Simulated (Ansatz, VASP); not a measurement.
**One calculation of Ti3Al, two programs**

```
CELL_PARAMETERS angstrom
2.92154 0.00000 0.00000
-1.46077 2.53013 0.00000
0.00000 0.00000 9.20215
ATOMIC_POSITIONS crystal
Ti 0.66667 0.33333 0.00000
Ti 0.33333 0.66667 0.75034
Ti 0.33333 0.66667 0.24966
Al 0.66667 0.33333 0.50000
```

Alike in both runs: functional r2SCAN; k mesh 18 × 18 × 6; occupations gaussian, width 0.1 eV; no spin polarisation.

Ansatz relaxed the structure, and its values are those at the end. VASP's run is a single point on that final structure, the one shown.

|  | VASP | Ansatz |
| --- | --- | --- |
| version | VASP 6.6.1 | Ansatz 0.2.0 |
| potentials or method | VASP PAW PBE potentials, release 64 (Ti_sv, Al), cutoff 520 eV | scalar-relativistic, plane waves, PAW |
| valence electrons in the cell | 39 | 39 |

Ansatz gave:

```
gap on the k mesh at the Fermi level (eV) : none
pressure (GPa)                            : 0.0
rms of the force components (eV/Å)        : 0.000
```

Q: What did VASP give for the same quantities?

A: gap on the k mesh at the Fermi level (eV): none; pressure (GPa): 0.2; rms of the force components (eV/Å): 0.006.

VASP's potentials were made for PBE, not for r2SCAN. A gap of «none» marks a metal or a gap that the smearing closes. The functional is the same, so the differences come from potentials, cutoffs and numerics.
